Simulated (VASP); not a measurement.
# TaN in VASP: single point with PBE+D3(BJ)

Aim: the single point of TaN with PBE+D3(BJ).

All numbers are computed with VASP 6.6.1; they aren't measurements. Logs are shortened: lines on timing, memory, paths and dates and some standing lists are left out, and cuts for length are marked.

## 1. The cell of the first run

The cell holds a slab with vacuum, 24 atoms: a = 6.201 Å, b = 6.201 Å, c = 23.329 Å, α = 90.00°, β = 90.00°, γ = 120.00°.

## 2. Single point, PBE+D3(BJ)

File INCAR:

```
PREC = Accurate
ENCUT = 520
EDIFF = 1E-6
ISMEAR = 0
SIGMA = 0.1
LREAL = F
LASPH = T
NELM = 120
ALGO = Normal
ISIF = 2
LWAVE = F
LCHARG = T
LDIPOL = T
IDIPOL = 3
DIPOL = 0.5 0.5 0.499
GGA = PE
IVDW = 12
LELF = T
LVHAR = T
LVACPOTAV = T
NBANDS = 114
GGA_COMPAT = F
NELMDL = -8
```

File KPOINTS:

```
regular mesh
0
Gamma
  6 6 1
```

File POSCAR:

```
TaN
1.0
    6.2014901195      0.0000000000      0.0000000000
   -3.1007450597      5.3706479848      0.0000000000
    0.0000000000      0.0000000000     23.3293693490
Ta N
12 12
Direct
    0.1666666667      0.3333333333      0.3643476115
    0.1666666667      0.8333333333      0.3643476115
    0.6666666667      0.3333333333      0.3643476115
    0.6666666667      0.8333333333      0.3643476115
    0.5000000000      0.5000000000      0.4728695223
    0.5000000000      0.0000000000      0.4728695223
    0.0000000000      0.5000000000      0.4728695223
    0.0000000000      0.0000000000      0.4728695223
    0.8333333333      0.6666666667      0.5869091842
    0.8333333333      0.1666666667      0.5869091842
    0.3333333333      0.6666666667      0.5869091842
    0.3333333333      0.1666666667      0.5869091842
    0.3333333333      0.1666666667      0.4186085669
    0.3333333333      0.6666666667      0.4186085669
    0.8333333333      0.1666666667      0.4186085669
    0.8333333333      0.6666666667      0.4186085669
    0.6666666667      0.3333333333      0.5273149056
    0.6666666667      0.8333333333      0.5273149056
    0.1666666667      0.3333333333      0.5273149056
    0.1666666667      0.8333333333      0.5273149056
    0.0000000000      0.5000000000      0.6263152666
    0.0000000000      0.0000000000      0.6263152666
    0.5000000000      0.5000000000      0.6263152666
    0.5000000000      0.0000000000      0.6263152666
```

Potentials or basis: VASP PAW PBE potentials, release 64 (Ta_pv, N).

Launch:

```
cat potpaw_PBE.64/Ta_pv/POTCAR potpaw_PBE.64/N/POTCAR > POTCAR
mpirun -np 1 vasp_std > vasp.out
```

OUTCAR:

```text
PREC = Accurate
   ENCUT = 520
   EDIFF = 1E-6
   ISMEAR = 0
   LREAL = F
   LASPH = T
   NELM = 120
   ISIF = 2
   GGA = PE
   IVDW = 12
   NELMDL = -8
 IVDW          = 12

 ion  position               nearest neighbor table
   1  0.167  0.333  0.364-  13 2.19  14 2.19  15 2.19   8 3.10   5 3.10   2 3.10   2 3.10   3 3.10
                             3 3.10   4 3.10   4 3.10   7 3.10
   2  0.167  0.833  0.364-  14 2.19  13 2.19  16 2.19   7 3.10   6 3.10   1 3.10   1 3.10   4 3.10
                             4 3.10   3 3.10   3 3.10   8 3.10
   3  0.667  0.333  0.364-  15 2.19  16 2.19  13 2.19   6 3.10   7 3.10   4 3.10   4 3.10   1 3.10
                             1 3.10   2 3.10   2 3.10   5 3.10
   4  0.667  0.833  0.364-  16 2.19  15 2.19  14 2.19   5 3.10   8 3.10   3 3.10   3 3.10   2 3.10
                             2 3.10   1 3.10   1 3.10   6 3.10
   5  0.500  0.500  0.473-  13 2.19  16 2.19  14 2.19  18 2.20  19 2.20  17 2.20   4 3.10   1 3.10
                             6 3.10   6 3.10   7 3.10   7 3.10   8 3.10   8 3.10   3 3.10  12 3.21
   6  0.500  0.000  0.473-  14 2.19  15 2.19  13 2.19  17 2.20  20 2.20  18 2.20   3 3.10   2 3.10
                             5 3.10   5 3.10   8 3.10   8 3.10   7 3.10   7 3.10   4 3.10  11 3.21
   7  0.000  0.500  0.473-  15 2.19  14 2.19  16 2.19  20 2.20  17 2.20  19 2.20   2 3.10   3 3.10
                             8 3.10   8 3.10   5 3.10   5 3.10   6 3.10   6 3.10   1 3.10  10 3.21
   8  0.000  0.000  0.473-  16 2.19  13 2.19  15 2.19  19 2.20  18 2.20  20 2.20   1 3.10   4 3.10
                             7 3.10   7 3.10   6 3.10   6 3.10   5 3.10   5 3.10   2 3.10   9 3.21
   9  0.833  0.667  0.587-  22 2.01  23 2.01  21 2.01  18 2.27  17 2.27  20 2.27  10 3.10  10 3.10
[... 26 lines left out ...]
 A1 = (   6.2014901195,   0.0000000000,   0.0000000000)
 A2 = (  -3.1007450597,   5.3706479848,   0.0000000000)
 A3 = (   0.0000000000,   0.0000000000,  23.3293693490)

Analysis of symmetry for initial positions (statically):
=====================================================================
 Subroutine PRICEL returns following result:

  LATTYP: Found a hexagonal cell.
 ALAT       =     3.1007450597
 C/A-ratio  =     7.5237947330

  Lattice vectors:

 A1 = (   3.1007450597,   0.0000000000,   0.0000000000)
 A2 = (  -1.5503725299,   2.6853239924,   0.0000000000)
 A3 = (   0.0000000000,   0.0000000000,  23.3293693490)

   4 primitive cells build up your supercell.

 Routine SETGRP: Setting up the symmetry group for a
 hexagonal supercell.

 Subroutine GETGRP returns: Found  6 space group operations
 (whereof  6 operations were pure point group operations)
 out of a pool of 24 trial point group operations.

The static configuration has the point symmetry C_3v.

[... 128 lines left out ...]
   ISMEAR =     0;   SIGMA  =   0.10  broadening in eV -4-tet -1-fermi 0-gaus
   EFERMI_NEDOS =   21; number of points for ismear=-14 and -15
   IALGO  =     38    algorithm
   IMIX   =      4    mixing-type and parameters
     AMIX     =   0.40;   BMIX     =  1.00
     AMIX_MAG =   1.60;   BMIX_MAG =  1.00
  volume/ion in A,a.u.               =      32.38       218.48
  Fermi-wavevector in a.u.,A,eV,Ry     =   1.027306  1.941328 14.359023  1.055358
  Thomas-Fermi vector in A             =   2.161244
   LORBIT       =      0    0 simple, 1 ext, 2 COOP (PROOUT), +10 PAW based schemes
   GGA     = PE    functional components
   LHFCALC =     F    Hartree Fock is set to
   AEXX    =    0.0000 exact exchange contribution
   IVDW    =    12    specifies the selected vdW correction
   LEPSILON=     F    determine dielectric tensor
   LRPA    =     F    only Hartree local field effects (RPA)
 non-spin polarized calculation
 Gauss-broadening in eV      SIGMA  =   0.10
  energy-cutoff  :      520.00
  volume of cell :      777.01
 maximum number of plane-waves:     20967
 NGX is ok and might be reduce to    48
   NGX = 23   NGY = 23   NGZ = 87

 dipolmoment           0.000000      0.000000     -3.261852 electrons x Angstroem

 number of electron     191.9999992 magnetization

 dipolmoment           0.000000      0.000000      0.105239 electrons x Angstroem

 Free energy of the ion-electron system (eV)
  ---------------------------------------------------
  ext. energy  EPLUGINS =         0.00000000
  ---------------------------------------------------
  free energy    TOTEN  =      -254.38809108 eV

  energy without entropy =     -254.28563489  energy(sigma->0) =     -254.33686298

 E-fermi :  -0.5405     XC(G=0):  -5.2995

 val. band max:       -0.5528252830   @ k =   0.3333   0.3333   0.0000
 cond. band min:      -0.5175522157   @ k =   0.3333   0.1667   0.0000
 fundamental gap:      0.0352730673
 Fermi energy:        -0.5404792732

 k-point     1 :       0.0000    0.0000    0.0000
  band No.  band energies     occupation
      1     -37.0405      2.00000
      2     -37.0405      2.00000
      3     -37.0405      2.00000
      4     -36.9261      2.00000
      5     -36.9261      2.00000
      6     -36.9261      2.00000
[... 766 lines left out ...]
    107       0.8535      0.00000
    108       1.0620      0.00000
 [bands above 108 left out]

------------------------ aborting loop because EDIFF is reached ----------------------------------------

 Edisp (eV)   -7.76905

 E8    (eV) :    -3.7026

  FORCE on cell =-STRESS in cart. coord.  units (eV):
  Direction    XX          YY          ZZ          XY          YZ          ZX
  --------------------------------------------------------------------------------------
  -------------------------------------------------------------------------------------
  Total      -7.15567    -7.15567    -1.41889    -0.00000    -0.00000     0.00000
  in kB     -14.75487   -14.75487    -2.92572    -0.00000    -0.00000     0.00000
  external pressure =      -10.81 kB  Pullay stress =        0.00 kB

 VOLUME and BASIS-vectors are now :
 -----------------------------------------------------------------------------
  energy-cutoff  :      520.00
  volume of cell :      777.01
      direct lattice vectors                 reciprocal lattice vectors
     6.201490119  0.000000000  0.000000000     0.161251567  0.093098636  0.000000000
    -3.100745060  5.370647985  0.000000000     0.000000000  0.186197271  0.000000000
     0.000000000  0.000000000 23.329369349     0.000000000  0.000000000  0.042864425

 POSITION                                       TOTAL-FORCE (eV/Angst)
 -----------------------------------------------------------------------------------
      0.00000      1.79022      8.50000         0.000000      0.000000      0.572635
     -1.55037      4.47554      8.50000        -0.000000     -0.000000      0.572635
      3.10075      1.79022      8.50000         0.000000      0.000000      0.572635
      1.55037      4.47554      8.50000        -0.000000     -0.000000      0.572635
      1.55037      2.68532     11.03175         0.000000      0.000000      0.138336
      3.10075      0.00000     11.03175         0.000000     -0.000000      0.138336
[... 16 lines left out ...]
      1.55037      2.68532     14.61154         0.000000     -0.000000      0.082099
      3.10075      0.00000     14.61154         0.000000     -0.000000      0.082099
 -----------------------------------------------------------------------------------
    total drift:                                0.000000      0.000000     -0.001669

  FREE ENERGIE OF THE ION-ELECTRON SYSTEM (eV)
  ---------------------------------------------------
  free  energy   TOTEN  =      -262.1571398213 eV

  energy  without entropy=     -262.0546836312  energy(sigma->0) =     -262.10591173

 vacuum level on the upper side and lower side of the slab         5.052         4.481
```

OSZICAR:

```text
N       E                     dE             d eps       ncg     rms          rms(c)
DAV:   1     0.187711423711E+04    0.18771E+04   -0.10345E+05  1916   0.150E+03
DAV:   2    -0.117848077061E+03   -0.19950E+04   -0.19558E+04  1932   0.404E+02
DAV:   3    -0.287477793660E+03   -0.16963E+03   -0.16596E+03  1918   0.109E+02
[... 28 lines left out ...]
DAV:  32    -0.254388078508E+03   -0.20889E-04   -0.10921E-06  1224   0.224E-03    0.544E-04
DAV:  33    -0.254388084293E+03   -0.57846E-05   -0.33072E-07  1096   0.130E-03    0.618E-04
DAV:  34    -0.254388089345E+03   -0.50522E-05   -0.36753E-07  1160   0.105E-03    0.923E-04
DAV:  35    -0.254388090611E+03   -0.12657E-05   -0.62358E-08   984   0.684E-04    0.608E-04
DAV:  36    -0.254388091078E+03   -0.46707E-06   -0.85818E-08   984   0.797E-04
   1 F= -.26215714E+03 E0= -.26210591E+03  d E =-.102456E+00
```

Run time: 76 min. Hardware: 1 thread of Intel Xeon 8259CL, shared host; peak memory 1.1 GiB.

Results:

| Property | Result |
| --- | --- |
| Free energy | -262.1571 eV |
| Largest force | 0.755 eV/Å |
| Band gap on the k mesh | zero (bands 96 and 97 overlap by 0.13 eV) |
| Dispersion energy per atom | -0.324 eV |

Forces on the atoms (eV/Å):
```
Ta   0.000  0.000  0.573
Ta   0.000  0.000  0.573
Ta   0.000  0.000  0.573
Ta   0.000  0.000  0.573
Ta   0.000  0.000  0.138
Ta   0.000  0.000  0.138
Ta   0.000  0.000  0.138
Ta   0.000  0.000  0.138
Ta   0.000  0.000 -0.022
Ta   0.000  0.000 -0.022
Ta   0.000  0.000 -0.022
Ta   0.000  0.000 -0.022
N    0.000  0.000 -0.755
N    0.000  0.000 -0.755
N    0.000  0.000 -0.755
N    0.000  0.000 -0.755
N    0.000  0.000 -0.016
N    0.000  0.000 -0.016
N    0.000  0.000 -0.016
N    0.000  0.000 -0.016
N    0.000  0.000  0.082
N    0.000  0.000  0.082
N    0.000  0.000  0.082
N    0.000  0.000  0.082
```

Caveat: spin-orbit coupling is left out, which moves the levels of the heavy elements.

The gap in the log of VASP goes by the Fermi energy; the results here count the filled bands.